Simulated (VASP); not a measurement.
# Cl (P6_3/mmc) in VASP: notebook, part 3 of 3

VASP 6.6.1. Earlier steps stand in the parts before.

### 5 Single point, PBEsol

This run uses another cell than the first one, of 33.15 Å³/atom.

INCAR reads:

```
SYSTEM = Cl
PREC = Accurate ; ENCUT = 520
EDIFF = 1E-7 ; ISMEAR = 0
SIGMA = 0.1 ; LREAL = .FALSE.
LASPH = .TRUE. ; NELM = 100
ALGO = Normal ; ISIF = 2
LWAVE = .FALSE. ; LCHARG = .FALSE.
GGA = PS ; NBANDS = 22
```

KPOINTS reads:

```
regular mesh
0
G
  12 12 6
  0 0 0
```

POSCAR reads:

```
Cl
1.0
    4.4025815992      0.0000000000      0.0000000000
   -2.2012907996      3.8127475071      0.0000000000
    0.0000000000      0.0000000000      7.9001764616
Cl
4
Direct
    0.0000000000      0.0000000000      0.2500000000
    0.0000000000      0.0000000000      0.7500000000
    0.3333333333      0.6666666667      0.7500000000
    0.6666666667      0.3333333333      0.2500000000
```

Potentials or basis: VASP PAW PBE potentials, release 64 (Cl).

On the command line:

```sh
$ cat potpaw_PBE.64/Cl/POTCAR > POTCAR
$ mpirun -np 1 vasp_std > vasp.out
```

OUTCAR:

```text
SYSTEM = Cl
   PREC = Accurate
   ENCUT = 520
   EDIFF = 1E-7
   ISMEAR = 0
   LREAL = .FALSE.
   LASPH = .TRUE.
   NELM = 100
   ISIF = 2
   GGA = PS

 ion  position               nearest neighbor table
   1  0.000  0.000  0.250-   4 2.54   4 2.54   4 2.54
   2  0.000  0.000  0.750-   3 2.54   3 2.54   3 2.54
   3  0.333  0.667  0.750-   2 2.54   2 2.54   2 2.54
   4  0.667  0.333  0.250-   1 2.54   1 2.54   1 2.54

  LATTYP: Found a hexagonal cell.
 ALAT       =     4.4025815992
 C/A-ratio  =     1.7944418027

  Lattice vectors:

 A1 = (   4.4025815992,   0.0000000000,   0.0000000000)
 A2 = (  -2.2012907996,   3.8127475071,   0.0000000000)
 A3 = (   0.0000000000,   0.0000000000,   7.9001764616)

Analysis of symmetry for initial positions (statically):
=====================================================================
 Subroutine PRICEL returns:
 Original cell was already a primitive cell.

 Routine SETGRP: Setting up the symmetry group for a
 hexagonal supercell.

 Subroutine GETGRP returns: Found 24 space group operations
 (whereof 12 operations were pure point group operations)
 out of a pool of 24 trial point group operations.

The static configuration has the point symmetry D_3d.
 The point group associated with its full space group is D_6h.

Analysis of symmetry for dynamics (positions and initial velocities):
=====================================================================
 Subroutine PRICEL returns:
 Original cell was already a primitive cell.

 Routine SETGRP: Setting up the symmetry group for a
 hexagonal supercell.

 Subroutine GETGRP returns: Found 24 space group operations
 (whereof 12 operations were pure point group operations)
 out of a pool of 24 trial point group operations.

The dynamic configuration has the point symmetry D_3d.
 The point group associated with its full space group is D_6h.

[... 119 lines left out ...]
   IALGO  =     38    algorithm
   IMIX   =      4    mixing-type and parameters
     AMIX     =   0.40;   BMIX     =  1.00
     AMIX_MAG =   1.60;   BMIX_MAG =  1.00
  volume/ion in A,a.u.               =      33.15       223.73
  Fermi-wavevector in a.u.,A,eV,Ry     =   0.974840  1.842181 12.929799  0.950313
  Thomas-Fermi vector in A             =   2.105332
   LORBIT       =      0    0 simple, 1 ext, 2 COOP (PROOUT), +10 PAW based schemes
   GGA     = PS    functional components
   LHFCALC =     F    Hartree Fock is set to
   AEXX    =    0.0000 exact exchange contribution
   IVDW    =     0    specifies the selected vdW correction
   LEPSILON=     F    determine dielectric tensor
   LRPA    =     F    only Hartree local field effects (RPA)
 non-spin polarized calculation
 Gauss-broadening in eV      SIGMA  =   0.10
  energy-cutoff  :      520.00
  volume of cell :      132.61
 maximum number of plane-waves:      3606
 NGX is ok and might be reduce to    36
   NGX = 17   NGY = 17   NGZ = 29

 number of electron      28.0000003 magnetization

 Free energy of the ion-electron system (eV)
  ---------------------------------------------------
  ext. energy  EPLUGINS =         0.00000000
  ---------------------------------------------------
  free energy    TOTEN  =        -5.89470742 eV

  energy without entropy =       -5.87838631  energy(sigma->0) =       -5.88654686

 E-fermi :  -1.2894     XC(G=0):  -7.1776

 val. band max:       -1.2897566731   @ k =   0.0833  -0.0000   0.1667
 cond. band min:      -1.2872578565   @ k =   0.0833  -0.0000   0.0000
 fundamental gap:      0.0024988166
 Fermi energy:        -1.2894165369

 k-point     1 :       0.0000    0.0000    0.0000
  band No.  band energies     occupation
      1     -16.8911      2.00000
      2     -16.8250      2.00000
      3     -13.5260      2.00000
      4     -13.4988      2.00000
      5      -5.3264      2.00000
      6      -5.3264      2.00000
[... 589 lines left out ...]
     21       8.5673      0.00000
     22       8.9126      0.00000

 [... further k-points ...]

------------------------ aborting loop because EDIFF is reached ----------------------------------------

  FORCE on cell =-STRESS in cart. coord.  units (eV):
  Direction    XX          YY          ZZ          XY          YZ          ZX
  --------------------------------------------------------------------------------------
  -------------------------------------------------------------------------------------
  Total        0.0054570      0.0054570     -0.0291368      0.0000000     -0.0000000      0.0000000
  in kB        0.0659295      0.0659295     -0.3520222      0.0000000     -0.0000000      0.0000000
  external PRESSURE =      -0.0733877 kB  Pullay stress =       0.0000000 kB

 VOLUME and BASIS-vectors are now :
 -----------------------------------------------------------------------------
  energy-cutoff  :      520.00
  volume of cell :      132.61
      direct lattice vectors                 reciprocal lattice vectors
     4.402581599  0.000000000  0.000000000     0.227139458  0.131139027  0.000000000
    -2.201290800  3.812747507  0.000000000     0.000000000  0.262278055  0.000000000
     0.000000000  0.000000000  7.900176462     0.000000000  0.000000000  0.126579451

 POSITION                                       TOTAL-FORCE (eV/Angst)
 -----------------------------------------------------------------------------------
      0.00000      0.00000      1.97504        -0.000000      0.000000      0.000000
      0.00000      0.00000      5.92513        -0.000000      0.000000      0.000000
     -0.00000      2.54183      5.92513        -0.000000      0.000000      0.000000
      2.20129      1.27092      1.97504         0.000000     -0.000000     -0.000000
 -----------------------------------------------------------------------------------
    total drift:                               -0.000000      0.000000     -0.000000

  FREE ENERGIE OF THE ION-ELECTRON SYSTEM (eV)
  ---------------------------------------------------
  free  energy   TOTEN  =        -5.8947074246 eV

  energy  without entropy=       -5.8783863051  energy(sigma->0) =       -5.88654686
```

Wall time 95 s (1 thread of Intel Xeon 6975P-C (Granite Rapids), shared host); peak memory 0.33 GiB.

What came out:

```yaml
Free_energy: -5.8947 eV
Pressure: 0.0 GPa
Band_gap_on_the_k_mesh: zero (bands 14 and 15 overlap by 0.12 eV)
```

Caveat: the PAW data sets were made with another functional, which shifts forces and pressure a little; this functional lacks dispersion, which binds the layers, so the pressure and a relaxed spacing across them are unreliable.

### 6 Relaxation of cell and atoms, PBEsol

This run uses another cell than the first one, of 33.15 Å³/atom.

INCAR reads:

```
PREC = Accurate
ENCUT = 600
EDIFF = 1E-6
ISMEAR = 0
SIGMA = 0.1
LREAL = False
LASPH = True
NELM = 80
ALGO = Normal
ISIF = 3
LWAVE = False
LCHARG = False
GGA = PS
IBRION = 2
NSW = 100
EDIFFG = -0.01
```

KPOINTS reads:

```
regular mesh
0
Gamma
  12 12 6
```

POSCAR is that of step 5.

Potentials or basis: VASP PAW PBE potentials, release 64 (Cl).

On the command line:

```sh
$ cat potpaw_PBE.64/Cl/POTCAR > POTCAR
$ mpirun -np 1 vasp_std > vasp.out
```

Wall time 80 s (1 thread of Intel Xeon 6975P-C (Granite Rapids), shared host); peak memory 0.34 GiB.

The run converged. Its results:

```yaml
Free_energy: -5.8952 eV
Pressure_after_relaxing: 0.0 GPa
Band_gap_on_the_k_mesh: zero (bands 14 and 15 overlap by 0.12 eV)
```

Final structure:
```cif
data_structure
_symmetry_space_group_name_H-M 'P 1'
_symmetry_Int_Tables_number 1
_cell_length_a 4.4026
_cell_length_b 4.4026
_cell_length_c 7.9002
_cell_angle_alpha 90.000
_cell_angle_beta 90.000
_cell_angle_gamma 120.000
_cell_volume 132.61
loop_
_atom_site_label
_atom_site_type_symbol
_atom_site_fract_x
_atom_site_fract_y
_atom_site_fract_z
_atom_site_occupancy
Cl1 Cl 0.00000 0.00000 0.25000 1
Cl2 Cl 0.00000 0.00000 0.75000 1
Cl3 Cl 0.33333 0.66667 0.75000 1
Cl4 Cl 0.66667 0.33333 0.25000 1
```

Levels at points of the mesh, in eV from the Fermi level:
| k point | band 10 | band 11 | band 12 | band 13 | band 14 | band 15 | band 16 | band 17 | band 18 |
| --- | --- | --- | --- | --- | --- | --- | --- | --- | --- |
| (0.00, 0.00, 0.00) | -2.42 | -0.28 | -0.13 | -0.13 | -0.09 | -0.09 | -0.04 | 6.01 | 9.03 |
| (0.50, 0.00, 0.00) | -1.92 | -1.22 | -1.05 | 0.00 | 0.01 | 1.27 | 1.29 | 7.90 | 8.13 |
| (0.00, 0.00, 0.50) | -2.86 | -0.16 | -0.16 | -0.11 | -0.11 | -0.11 | -0.11 | 7.34 | 7.34 |
| (0.50, 0.00, 0.50) | -2.05 | -1.21 | -1.21 | 0.00 | 0.00 | 1.28 | 1.28 | 8.22 | 8.22 |

Caveat: the relaxation stopped at its first step, so nothing moved; the PAW data sets were made with another functional, which shifts forces and pressure a little; this functional lacks dispersion, which binds the layers, so the pressure and a relaxed spacing across them are unreliable.

### 7 The runs side by side

| task | cell | k mesh | cutoff (eV) | gap on the mesh (eV) | pressure (GPa) |
| --- | --- | --- | --- | --- | --- |
| single point | a = 3.733, b = 3.733, c = 10.166 Å, angles 90.0, 90.0, 120.0°, 4 atoms | 6 × 6 × 2 | 520 | none | 19.7 |
| single point | a = 4.413, b = 4.413, c = 9.977 Å, angles 90.0, 90.0, 120.0°, 4 atoms | 6 × 6 × 2 | 520 | none | -0.2 |
| relaxation of cell and atoms | relaxed from a = 3.733, b = 3.733, c = 10.166 Å, angles 90.0, 90.0, 120.0°, 4 atoms | 6 × 6 × 2 | 600 | none | 0.0 |
| single point | a = 4.403, b = 4.403, c = 7.900 Å, angles 90.0, 90.0, 120.0°, 4 atoms | 12 × 12 × 6 | 520 | none | 0.0 |
| relaxation of cell and atoms | relaxed from a = 4.403, b = 4.403, c = 7.900 Å, angles 90.0, 90.0, 120.0°, 4 atoms | 12 × 12 × 6 | 600 | none | 0.0 |

Alike in all rows: level PBEsol; potentials or basis VASP PAW PBE potentials, release 64 (Cl); no spin polarisation; smearing gaussian 0.1 eV.

Caveats: the PAW data sets were made with another functional, which shifts forces and pressure a little; this functional lacks dispersion, which binds the layers, so the pressure and a relaxed spacing across them are unreliable; the cell stands under pressure (at least some runs); the volume moved by over 15 % at a fixed basis, so the end points are rough (at least some runs); the relaxation stopped at its first step, so nothing moved (at least some runs).

Total energies depend on the potentials used, so only differences within one code and one set of settings carry meaning.
